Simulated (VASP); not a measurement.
MoSe:

```
Mo Se
1.0
     0.00000    2.83145    2.83145
     2.83145    0.00000    2.83145
     2.83145    2.83145    0.00000
Mo Se
1 1
Direct
  0.00000 0.00000 0.00000
  0.25000 0.25000 0.25000
```

Base run:

| Item | Value |
| --- | --- |
| Program | VASP 6.6.1 |
| Functional | PBEsol |
| Potentials or basis | VASP PAW PBE potentials, release 64 (Mo_sv, Se) |
| Cutoff | 520 eV |
| k mesh | 10 × 10 × 10 |
| Occupations | methfessel-paxton, width 0.005 eV |
| Spin | collinear spin |
| Starting moments | [3.0, 0.0] μB |

Its results: pressure -3.2 GPa; net moment 1.14 μB per cell; site moments Mo +1.00; Se -0.01 μB.

Q: The run is repeated on the same cell with these changes: functional from PBEsol to revPBE; occupations from methfessel-paxton, width 0.005 eV to gaussian, width 0.05 eV. What comes out?

A: Pressure 2.6 GPa; net moment 1.19 μB per cell; site moments Mo +1.06; Se -0.02 μB.

Caveats: the PAW data sets were made with another functional, which shifts forces and pressure a little; the cell stands under tension (at least some runs).
